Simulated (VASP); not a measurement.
# TiSi2 (P-1) in VASP: single point with PBE

Aim: the single point of TiSi2 with PBE.

Program: VASP 6.6.1. These are calculated values, not measurements. Logs are shortened: lines on timing, memory, paths and dates and some standing lists are left out, and cuts for length are marked.

## 1. The cell of the first run

The typed cell holds 6 atoms: a = 6.130 Å, b = 5.056 Å, c = 4.788 Å, α = 75.33°, β = 51.82°, γ = 51.17°.

## 2. Single point, PBE (biaxial strain in the a-b plane: +3.0 %)

The input, INCAR:

```
SYSTEM = TiSi2
ALGO = Normal
EDIFF = 1E-6
ENCUT = 520
GGA = PE
ISIF = 2
ISMEAR = 0
LASPH = .True.
LCHARG = .False.
LREAL = .False.
LWAVE = .False.
NBANDS = 29
NELM = 80
PREC = Accurate
SIGMA = 0.1
```

The input, KPOINTS:

```
k-points
0
Gamma
  10 10 10
  0 0 0
```

The input, POSCAR:

```
TiSi2
1.0
    0.0000000000      4.2592365596      4.4079855334
    2.4759849780      0.0000000000      4.4079855334
    2.3364150314      4.1781015754      0.0783970565
Ti Si
2 4
Direct
    0.7501936015      0.7488685795      0.7522429673
    0.4998063985      0.5011314205      0.4977570327
    0.0878278865      0.4119149754      0.0885020038
    0.4133994610      0.0868052782      0.4146473030
    0.1621721135      0.8380850246      0.1614979962
    0.8366005390      0.1631947218      0.8353526970
```

Potentials or basis: VASP PAW PBE potentials, release 64 (Ti_sv, Si).

The run is started by

```sh
cat potpaw_PBE.64/Ti_sv/POTCAR potpaw_PBE.64/Si/POTCAR > POTCAR
mpirun -np 1 vasp_std > vasp.out
```

OUTCAR:

```text
SYSTEM = TiSi2
   EDIFF = 1E-6
   ENCUT = 520
   GGA = PE
   ISIF = 2
   ISMEAR = 0
   LASPH = .True.
   LREAL = .False.
   NELM = 80
   PREC = Accurate

 ion  position               nearest neighbor table
   1  0.750  0.749  0.752-   5 2.56   5 2.59   6 2.63   6 2.63   4 2.73   3 2.73   4 2.81   3 2.81
                             3 2.84   4 2.85
   2  0.500  0.501  0.498-   3 2.56   3 2.59   4 2.63   4 2.63   6 2.73   5 2.73   6 2.81   5 2.81
                             5 2.84   6 2.85
   3  0.088  0.412  0.089-   2 2.56   2 2.59   5 2.60   5 2.60   1 2.73   4 2.75   4 2.78   1 2.81
                             1 2.84   4 2.86
   4  0.413  0.087  0.415-   6 2.53   6 2.57   2 2.63   2 2.63   1 2.73   3 2.75   3 2.78   1 2.81
                             1 2.85   3 2.86
   5  0.162  0.838  0.161-   1 2.56   1 2.59   3 2.60   3 2.60   2 2.73   6 2.75   6 2.78   2 2.81
                             2 2.84   6 2.86
   6  0.837  0.163  0.835-   4 2.53   4 2.57   1 2.63   1 2.63   2 2.73   5 2.75   5 2.78   2 2.81
                             2 2.85   5 2.86

  Warning from LATTYP: Got some problem with cell dimensions!
  Tried to take original basis but could not verify dimensions!
  LATTYP: Found a triclinic cell.
 ALAT       =     7.7938023690
 B/A-ratio  =     0.6142883256
 C/A-ratio  =     1.1212839230
 COS(alpha) =     0.0322681472
 COS(beta)  =     0.5903748807
 COS(gamma) =     0.7785835618

  Lattice vectors:

 A1 = (   4.8124000094,   4.1781015754,   4.4863825899)
 A2 = (   2.3364150314,   4.1781015754,   0.0783970565)
 A3 = (   0.1395699466,   0.0811349842,   8.7375740103)

Analysis of symmetry for initial positions (statically):
=====================================================================
 Subroutine PRICEL returns:
 Original cell was already a primitive cell.

 Routine SETGRP: Setting up the symmetry group for a
 triclinic supercell.

 Subroutine GETGRP returns: Found  2 space group operations
 (whereof  1 operations were pure point group operations)
 out of a pool of  2 trial point group operations.

The static configuration has the point symmetry C_1 .
 The point group associated with its full space group is S_2 .

Analysis of symmetry for dynamics (positions and initial velocities):
=====================================================================
 Subroutine PRICEL returns:
 Original cell was already a primitive cell.

[... 111 lines left out ...]
   LNONCOLLINEAR =      F non collinear calculations
   LSORBIT =      F    spin-orbit coupling
   LASPH  =      T    aspherical Exc in radial PAW
   ENCUT  =  520.0 eV  38.22 Ry    6.18 a.u.  11.40  9.40  8.90*2*pi/ulx,y,z
   NELM   =     80;   NELMIN=  2; NELMDL= -5     # of ELM steps
   EDIFF  = 0.1E-05   stopping-criterion for ELM
   LREAL  =      F    real-space projection
   EDIFFG = 0.1E-04   stopping-criterion for IOM
   NSW    =      0    number of steps for IOM
   IBRION =     -1    ionic relax: 0-MD 1-quasi-New 2-CG
   NFREE  =      0    steps in history (QN), initial steepest desc. (CG)
   ISIF   =      2    stress and relaxation
   ISYM   =      2    0-nonsym 1-usesym 2-fastsym
   POTIM  = 0.5000    time-step for ionic-motion
   TEBEG  =    0.0;   TEEND  =   0.0 temperature during run
   PSTRESS=    0.0 pullay stress
   NELECT =      40.0000    total number of electrons
   NUPDOWN=      -1.0000    fix difference up-down
   EMIN   =  10.00;   EMAX   =-10.00  energy-range for DOS
   EFERMI =   0.00;   METHOD = LEGACY
   ISMEAR =     0;   SIGMA  =   0.10  broadening in eV -4-tet -1-fermi 0-gaus
   EFERMI_NEDOS =   21; number of points for ismear=-14 and -15
   IALGO  =     38    algorithm
   IMIX   =      4    mixing-type and parameters
     AMIX     =   0.40;   BMIX     =  1.00
     AMIX_MAG =   1.60;   BMIX_MAG =  1.00
  volume/ion in A,a.u.               =      14.77        99.69
  Fermi-wavevector in a.u.,A,eV,Ry     =   1.255703  2.372934 21.453514  1.576789
  Thomas-Fermi vector in A             =   2.389446
   LORBIT       =      0    0 simple, 1 ext, 2 COOP (PROOUT), +10 PAW based schemes
   GGA     = PE    functional components
   LHFCALC =     F    Hartree Fock is set to
   AEXX    =    0.0000 exact exchange contribution
   IVDW    =     0    specifies the selected vdW correction
   LEPSILON=     F    determine dielectric tensor
   LRPA    =     F    only Hartree local field effects (RPA)
 non-spin polarized calculation
 Gauss-broadening in eV      SIGMA  =   0.10
  energy-cutoff  :      520.00
  volume of cell :       88.64
 maximum number of plane-waves:      2410
 NGX is ok and might be reduce to    48
   NGX = 23   NGY = 19   NGZ = 17

 number of electron      40.0000004 magnetization

 Free energy of the ion-electron system (eV)
  ---------------------------------------------------
  ext. energy  EPLUGINS =         0.00000000
  ---------------------------------------------------
  free energy    TOTEN  =       -40.55493434 eV

  energy without entropy =      -40.54191870  energy(sigma->0) =      -40.54842652

 E-fermi :   9.5433     XC(G=0): -11.4916

 val. band max:        9.5430593996   @ k =   0.5000   0.4000   0.5000
 cond. band min:       9.5474083051   @ k =  -0.4000   0.4000   0.3000
 fundamental gap:      0.0043489055
 Fermi energy:         9.5432900140

 k-point     1 :       0.0000    0.0000    0.0000
  band No.  band energies     occupation
      1     -46.9062      2.00000
      2     -46.8846      2.00000
      3     -23.2628      2.00000
      4     -23.2563      2.00000
      5     -23.1807      2.00000
      6     -23.1710      2.00000
[... 757 lines left out ...]
     28      13.2442      0.00000
     29      13.8798      0.00000

 [... further k-points ...]
[... 5 lines left out ...]
  --------------------------------------------------------------------------------------
  -------------------------------------------------------------------------------------
  Total       -1.0389257     -3.2881968     -4.2398703      2.0640143     -0.8021390     -2.1493910
  in kB      -18.7789313    -59.4352636    -76.6370827     37.3077531    -14.4989323    -38.8509652
  external PRESSURE =     -51.6170926 kB  Pullay stress =       0.0000000 kB

 VOLUME and BASIS-vectors are now :
 -----------------------------------------------------------------------------
  energy-cutoff  :      520.00
  volume of cell :       88.64
      direct lattice vectors                 reciprocal lattice vectors
     0.000000000  4.259236560  4.407985533    -0.207775802  0.113999358  0.116708588
     2.475984978  0.000000000  4.407985533     0.204008701 -0.116189255  0.112268409
     2.336415031  4.178101575  0.078397057     0.211810622  0.123130028 -0.118974964

 POSITION                                       TOTAL-FORCE (eV/Angst)
 -----------------------------------------------------------------------------------
      3.61174      6.33820      6.66682         0.069942      0.126912     -0.130286
      2.40376      4.20847      4.45114        -0.069942     -0.126912      0.130286
      1.22667      0.74385      2.20980         0.013796      0.076635     -0.092617
      1.18372      3.49320      2.23740         0.022754      0.007830     -0.007468
      2.45241      1.36548      4.42178        -0.013796     -0.076635      0.092617
      2.35580      7.05347      4.47257        -0.022754     -0.007830      0.007468
 -----------------------------------------------------------------------------------
    total drift:                                0.000000      0.000000      0.000000

  FREE ENERGIE OF THE ION-ELECTRON SYSTEM (eV)
  ---------------------------------------------------
  free  energy   TOTEN  =       -40.5549343414 eV

  energy  without entropy=      -40.5419186962  energy(sigma->0) =      -40.54842652
```

OSZICAR:

```text
N       E                     dE             d eps       ncg     rms          rms(c)
DAV:   1     0.384002320276E+03    0.38400E+03   -0.18768E+04 29240   0.145E+03
DAV:   2     0.139529903985E+01   -0.38261E+03   -0.37221E+03 29412   0.425E+02
DAV:   3    -0.407745730230E+02   -0.42170E+02   -0.41293E+02 48765   0.118E+02
DAV:   4    -0.442174359440E+02   -0.34429E+01   -0.34242E+01 41902   0.299E+01
DAV:   5    -0.444327771599E+02   -0.21534E+00   -0.21528E+00 44448   0.636E+00    0.174E+01
DAV:   6    -0.414201764693E+02    0.30126E+01   -0.38175E+01 41480   0.412E+01    0.745E+00
DAV:   7    -0.406496084157E+02    0.77057E+00   -0.82475E+00 40157   0.205E+01    0.484E+00
DAV:   8    -0.405844908204E+02    0.65118E-01   -0.10666E+00 39937   0.784E+00    0.161E+00
DAV:   9    -0.405540480528E+02    0.30443E-01   -0.22236E-01 40285   0.377E+00    0.514E-01
DAV:  10    -0.405555827810E+02   -0.15347E-02   -0.95161E-03 38802   0.699E-01    0.283E-01
DAV:  11    -0.405551928700E+02    0.38991E-03   -0.94293E-03 41718   0.704E-01    0.167E-01
DAV:  12    -0.405549333620E+02    0.25951E-03   -0.17940E-03 41113   0.324E-01    0.182E-02
DAV:  13    -0.405549346955E+02   -0.13334E-05   -0.37857E-05 39043   0.508E-02    0.116E-02
DAV:  14    -0.405549343414E+02    0.35412E-06   -0.21861E-06 34972   0.117E-02
   1 F= -.40554934E+02 E0= -.40548427E+02  d E =-.130156E-01
```

stdout:

```text
POSCAR found type information on POSCAR TiSi
 POSCAR found :  2 types and       6 ions
 scaLAPACK will be used
 LDA part: xc-table for (Slater+PW92), standard interpolation
 POSCAR, INCAR and KPOINTS ok, starting setup
 FFT: planning ... GRIDC
 FFT: planning ... GRID_SOFT
 FFT: planning ... GRID
 WAVECAR not read
 entering main loop
```

Wall time 22 min (1 thread of Oxide Virtual Turin-like, shared host); peak memory 1 GiB.

What came out:

* Free energy: -40.5549 eV
* Pressure: -5.2 GPa
* Largest force: 0.195 eV/Å
* Band gap on the k mesh: zero (bands 20 and 21 overlap by 1.67 eV)

Forces in eV/Å, atoms in the order of the input:
```
Ti   0.070  0.127 -0.130
Ti  -0.070 -0.127  0.130
Si   0.014  0.077 -0.093
Si   0.023  0.008 -0.007
Si  -0.014 -0.077  0.093
Si  -0.023 -0.008  0.007
```

Levels at points of the mesh, in eV from the Fermi level:
```tsv
k point	band 18	band 19	band 20	band 21	band 22	band 23
(0.00, 0.00, 0.00)	-1.91	-1.62	-1.28	-0.91	1.89	2.76
(0.50, 0.00, 0.00)	-1.07	-0.01	0.17	0.86	1.32	1.66
(0.00, 0.50, 0.00)	-1.01	-0.04	0.04	0.82	1.24	1.36
(0.50, 0.50, 0.00)	-1.40	-0.93	-0.83	0.61	0.63	2.85
(0.00, 0.00, 0.50)	-0.79	-0.08	0.26	1.02	1.34	1.50
(0.50, 0.00, 0.50)	-2.10	-0.90	-0.77	1.10	1.18	2.89
(0.00, 0.50, 0.50)	-1.01	-0.62	-0.58	0.71	0.79	1.99
(0.50, 0.50, 0.50)	-0.83	0.03	0.18	0.88	1.23	1.56
```

Caveat: the cell differs from its parent crystal (biaxial strain in the a-b plane: +3.0 %); the stress differs along the axes, from -8 to -2 GPa.
